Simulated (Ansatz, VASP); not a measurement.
Two plane-wave programs on Al2O3

File INCAR:

```
SYSTEM = Al2O3
PREC = Accurate
ENCUT = 600
EDIFF = 1E-6
ISMEAR = 0
SIGMA = 0.02
LREAL = .FALSE.
LASPH = .TRUE.
NELM = 80
ALGO = Normal
ISIF = 3
LWAVE = .FALSE.
LCHARG = .FALSE.
GGA = PE
IBRION = 2
NSW = 100
EDIFFG = -0.01
```

File KPOINTS:

```
regular mesh
0
G
  12 12 4
  0 0 0
```

POSCAR

```
Al2O3
1.0
    2.8896893004      0.0000000000      0.0000000000
   -1.4448446502      2.5025443432      0.0000000000
    0.0000000000      0.0000000000      7.2390864931
Al O
2 3
Direct
    0.3333333333      0.6666666667      0.1899852350
    0.6666666667      0.3333333333      0.8100147650
    0.0000000000      0.0000000000      0.0000000000
    0.3333333333      0.6666666667      0.7161789435
    0.6666666667      0.3333333333      0.2838210565
```

Input for Ansatz:

```yaml
crystal:
  lattice:
    - [2.8896893004, 0.0, 0.0]
    - [-1.4448446502, 2.5025443432, 0.0]
    - [0.0, 0.0, 7.2390864931]
  atoms:
    - { symbol: Al, position: [0.3333333333, 0.6666666667, 0.189985235] }
    - { symbol: Al, position: [0.6666666667, 0.3333333333, 0.810014765] }
    - { symbol: O, position: [0.0, 0.0, 0.0] }
    - { symbol: O, position: [0.3333333333, 0.6666666667, 0.7161789435] }
    - { symbol: O, position: [0.6666666667, 0.3333333333, 0.2838210565] }
basis:
  ecutwfc: 420
kpoints:
  mp_grid: { grid: [12, 12, 4] }
hamiltonian:
  xc: pbe
scf:
  occupations: { method: gaussian, width: 0.02 }
output:
  forces: true
  stress: true
  eigenvalues: true
relax:
  adjacent_minimum: "off"
  f_tol: 0.01
  max_steps: 80
  cell: { stress_tol: 0.05 }
```

Alike in both runs: task relaxation of cell and atoms; functional PBE; k mesh 12 × 12 × 4; occupations gaussian, width 0.02 eV; no spin polarisation.

|  | VASP | Ansatz |
| --- | --- | --- |
| version | VASP 6.6.1 | Ansatz 0.2.0 |
| potentials or method | VASP PAW PBE potentials, release 64 (Al, O), cutoff 600 eV | scalar-relativistic, plane waves, PAW |
| valence electrons in the cell | 24 | 24 |

```csv
,VASP,Ansatz,Ansatz less VASP
"gap on the k mesh at the Fermi level, each at its own relaxed structure (eV)",4.66,4.75,+0.099
relaxed volume (Å³/atom),10.46,10.91,+0.442
relaxed length of the cell vector where the two differ most in proportion (Å),7.239,7.547,+0.3089
```
